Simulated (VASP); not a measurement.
# Sn3Se (Pm-3m) in VASP: further runs

The runs below take Sn3Se through single point, with LDA.

All numbers are computed with VASP 6.6.1; they aren't measurements. Logs are shortened: lines on timing, memory, paths and dates and some standing lists are left out, and cuts for length are marked.

## Step 1: The cell of the first run

Symmetry: Pm-3m, No. 221, cubic system. Conventional cell: a = 4.678 Å, b = 4.678 Å, c = 4.678 Å, α = 90.00°, β = 90.00°, γ = 90.00°. Sn (site symmetry 4/mmm) has 8 Sn at 3.31 Å and 4 Se at 3.31 Å within 4.4 Å. Within 4.4 Å of Se (site symmetry m-3m) lie 12 Sn at 3.31 Å.

## Step 2: Single point, LDA

File INCAR:

```
SYSTEM = Sn3Se
ALGO     = Normal         ! electronic algorithm
EDIFF    = 1E-6           ! SCF threshold, eV
ENCUT    = 520            ! plane-wave cutoff, eV
ISIF     = 2              ! what is computed and relaxed
ISMEAR   = -1             ! smearing method
LASPH    = .TRUE.         ! aspherical terms in the spheres
LCHARG   = .FALSE.        ! write CHGCAR
LREAL    = .FALSE.        ! projectors in reciprocal space
LWAVE    = .FALSE.        ! write WAVECAR
NBANDS   = 32             ! bands
NELM     = 80             ! most SCF steps
PREC     = Accurate       ! precision mode
SIGMA    = 0.05           ! smearing width, eV
```

File KPOINTS:

```
k-points
0
G
  6 6 6
  0 0 0
```

File POSCAR:

```
Sn3Se
1.0
    4.6777916979      0.0000000000      0.0000000000
    0.0000000000      4.6777916979      0.0000000000
    0.0000000000      0.0000000000      4.6777916979
Sn Se
3 1
Direct
    0.5000000000      0.5000000000      0.0000000000
    0.5000000000      0.0000000000      0.5000000000
    0.0000000000      0.5000000000      0.5000000000
    0.0000000000      0.0000000000      0.0000000000
```

Potentials or basis: VASP PAW LDA potentials, release 64 (Sn_d, Se).

Run with:

```
> cat potpaw_LDA.64/Sn_d/POTCAR potpaw_LDA.64/Se/POTCAR > POTCAR
> mpirun -np 1 vasp_std > vasp.out
```

OUTCAR:

```text
SYSTEM = Sn3Se
   EDIFF = 1E-6
   ENCUT = 520
   ISIF = 2
   ISMEAR = -1
   LASPH = .TRUE.
   LREAL = .FALSE.
   NELM = 80
   PREC = Accurate

 ion  position               nearest neighbor table
   1  0.500  0.500  0.000-   2 3.31   3 3.31   2 3.31   3 3.31   2 3.31   2 3.31   3 3.31   3 3.31

   2  0.500  0.000  0.500-   1 3.31   3 3.31   1 3.31   1 3.31   3 3.31   1 3.31   3 3.31   3 3.31

   3  0.000  0.500  0.500-   1 3.31   2 3.31   1 3.31   2 3.31   1 3.31   2 3.31   1 3.31   2 3.31

   4  0.000  0.000  0.000-

  LATTYP: Found a simple cubic cell.
 ALAT       =     4.6777916979

  Lattice vectors:

 A1 = (   4.6777916979,   0.0000000000,   0.0000000000)
 A2 = (   0.0000000000,   4.6777916979,   0.0000000000)
 A3 = (   0.0000000000,   0.0000000000,   4.6777916979)

Analysis of symmetry for initial positions (statically):
=====================================================================
 Subroutine PRICEL returns:
 Original cell was already a primitive cell.

 Routine SETGRP: Setting up the symmetry group for a
 simple cubic supercell.

 Subroutine GETGRP returns: Found 48 space group operations
 (whereof 48 operations were pure point group operations)
 out of a pool of 48 trial point group operations.

The static configuration has the point symmetry O_h .

Analysis of symmetry for dynamics (positions and initial velocities):
=====================================================================
 Subroutine PRICEL returns:
 Original cell was already a primitive cell.

 Routine SETGRP: Setting up the symmetry group for a
 simple cubic supercell.

 Subroutine GETGRP returns: Found 48 space group operations
 (whereof 48 operations were pure point group operations)
 out of a pool of 48 trial point group operations.

The dynamic configuration has the point symmetry O_h .

 Subroutine INISYM returns: Found 48 space group operations
 (whereof 48 operations are pure point group operations),
 and found     1 'primitive' translations

----------------------------------------------------------------------------------------

                                     Primitive cell

  volume of cell :     102.3582

  direct lattice vectors                    reciprocal lattice vectors
     4.677791698  0.000000000  0.000000000     0.213776086  0.000000000  0.000000000
     0.000000000  4.677791698  0.000000000     0.000000000  0.213776086  0.000000000
[... 83 lines left out ...]
   NELM   =     80;   NELMIN=  2; NELMDL= -5     # of ELM steps
   EDIFF  = 0.1E-05   stopping-criterion for ELM
   LREAL  =      F    real-space projection
   EDIFFG = 0.1E-04   stopping-criterion for IOM
   NSW    =      0    number of steps for IOM
   IBRION =     -1    ionic relax: 0-MD 1-quasi-New 2-CG
   NFREE  =      0    steps in history (QN), initial steepest desc. (CG)
   ISIF   =      2    stress and relaxation
   ISYM   =      2    0-nonsym 1-usesym 2-fastsym
   POTIM  = 0.5000    time-step for ionic-motion
   TEBEG  =    0.0;   TEEND  =   0.0 temperature during run
   PSTRESS=    0.0 pullay stress
   NELECT =      48.0000    total number of electrons
   NUPDOWN=      -1.0000    fix difference up-down
   EMIN   =  10.00;   EMAX   =-10.00  energy-range for DOS
   EFERMI =   0.00;   METHOD = LEGACY
   ISMEAR =    -1;   SIGMA  =   0.05  broadening in eV -4-tet -1-fermi 0-gaus
   EFERMI_NEDOS =   21; number of points for ismear=-14 and -15
   IALGO  =     38    algorithm
   IMIX   =      4    mixing-type and parameters
     AMIX     =   0.40;   BMIX     =  1.00
     AMIX_MAG =   1.60;   BMIX_MAG =  1.00
  volume/ion in A,a.u.               =      25.59       172.69
  Fermi-wavevector in a.u.,A,eV,Ry     =   1.271885  2.403513 22.010013  1.617690
  Thomas-Fermi vector in A             =   2.404793
   LORBIT       =      0    0 simple, 1 ext, 2 COOP (PROOUT), +10 PAW based schemes
   GGA     = CA    functional components
   LHFCALC =     F    Hartree Fock is set to
   AEXX    =    0.0000 exact exchange contribution
   IVDW    =     0    specifies the selected vdW correction
   LEPSILON=     F    determine dielectric tensor
   LRPA    =     F    only Hartree local field effects (RPA)
 non-spin polarized calculation
  energy-cutoff  :      520.00
  volume of cell :      102.36
 maximum number of plane-waves:      2800
 NGX is ok and might be reduce to    36
   NGX = 17   NGY = 17   NGZ = 17

 number of electron      47.9999952 magnetization

 Free energy of the ion-electron system (eV)
  ---------------------------------------------------
  ext. energy  EPLUGINS =         0.00000000
  ---------------------------------------------------
  free energy    TOTEN  =       -17.48315669 eV

  energy without entropy =      -17.46279776  energy(sigma->0) =      -17.47297722

 E-fermi :   7.4829     XC(G=0): -10.5993

 val. band max:        7.4586900904   @ k =   0.0000   0.0000   0.0000
 cond. band min:       7.5042722350   @ k =   0.1667   0.1667   0.1667
 fundamental gap:      0.0455821446
 Fermi energy:         7.4829459732

 k-point     1 :       0.0000    0.0000    0.0000
  band No.  band energies     occupation
      1     -14.2024      2.00000
      2     -14.2024      2.00000
      3     -14.2024      2.00000
      4     -14.1663      2.00000
      5     -14.1663      2.00000
      6     -14.1487      2.00000
[... 689 lines left out ...]
     31      13.7725      0.00000
     32      14.6969      0.00000

------------------------ aborting loop because EDIFF is reached ----------------------------------------

  FORCE on cell =-STRESS in cart. coord.  units (eV):
  Direction    XX          YY          ZZ          XY          YZ          ZX
  --------------------------------------------------------------------------------------
  -------------------------------------------------------------------------------------
  Total       -1.2937774     -1.2937774     -1.2937774     -0.0000000     -0.0000000      0.0000000
  in kB      -20.2510486    -20.2510486    -20.2510486     -0.0000000     -0.0000000      0.0000000
  external PRESSURE =     -20.2510486 kB  Pullay stress =       0.0000000 kB

 VOLUME and BASIS-vectors are now :
 -----------------------------------------------------------------------------
  energy-cutoff  :      520.00
  volume of cell :      102.36
      direct lattice vectors                 reciprocal lattice vectors
     4.677791698  0.000000000  0.000000000     0.213776086  0.000000000  0.000000000
     0.000000000  4.677791698  0.000000000     0.000000000  0.213776086  0.000000000
     0.000000000  0.000000000  4.677791698     0.000000000  0.000000000  0.213776086

 POSITION                                       TOTAL-FORCE (eV/Angst)
 -----------------------------------------------------------------------------------
      2.33890      2.33890      0.00000         0.000000      0.000000      0.000000
      2.33890      0.00000      2.33890         0.000000      0.000000      0.000000
      0.00000      2.33890      2.33890         0.000000      0.000000      0.000000
      0.00000      0.00000      0.00000         0.000000      0.000000      0.000000
 -----------------------------------------------------------------------------------
    total drift:                                0.000000      0.000000      0.000000

  FREE ENERGIE OF THE ION-ELECTRON SYSTEM (eV)
  ---------------------------------------------------
  free  energy   TOTEN  =       -17.4831566890 eV

  energy  without entropy=      -17.4627977577  energy(sigma->0) =      -17.47297722
```

OSZICAR:

```text
N       E                     dE             d eps       ncg     rms          rms(c)
DAV:   1     0.447387139020E+03    0.44739E+03   -0.23893E+04  1352   0.221E+03
DAV:   2     0.408174532031E+02   -0.40657E+03   -0.39392E+03  1280   0.547E+02
DAV:   3    -0.150732759920E+02   -0.55891E+02   -0.54192E+02  1552   0.173E+02
DAV:   4    -0.175582842415E+02   -0.24850E+01   -0.24765E+01  1440   0.392E+01
DAV:   5    -0.176356037944E+02   -0.77320E-01   -0.77314E-01  1776   0.724E+00    0.389E+00
DAV:   6    -0.175049143317E+02    0.13069E+00   -0.17842E-01  1696   0.348E+00    0.226E+00
DAV:   7    -0.174869132420E+02    0.18001E-01   -0.64569E-02  1608   0.152E+00    0.946E-01
DAV:   8    -0.174833347496E+02    0.35785E-02   -0.10026E-02  1616   0.606E-01    0.125E-01
DAV:   9    -0.174831726906E+02    0.16206E-03   -0.11769E-03  1456   0.292E-01    0.417E-02
DAV:  10    -0.174831559978E+02    0.16693E-04   -0.18101E-04  1736   0.125E-01    0.180E-02
DAV:  11    -0.174831567268E+02   -0.72902E-06   -0.13610E-05  1480   0.349E-02    0.618E-03
DAV:  12    -0.174831566890E+02    0.37781E-07   -0.79849E-07   920   0.658E-03
   1 F= -.17483157E+02 E0= -.17472977E+02  d E =-.203589E-01
```

It took 87 s on 1 thread of AMD EPYC 7R13, shared host; peak memory 0.17 GiB.

What came out:

```
Free energy            : -17.4832 eV
Pressure               : -2.0 GPa
Band gap on the k mesh : zero (band 24 reaches 9.58 eV, above the bottom of band 25 at 7.18 eV)
```

Caveat: spin-orbit coupling is left out, which moves the levels of the heavy elements.

(Part 1 of 2 ends here.)
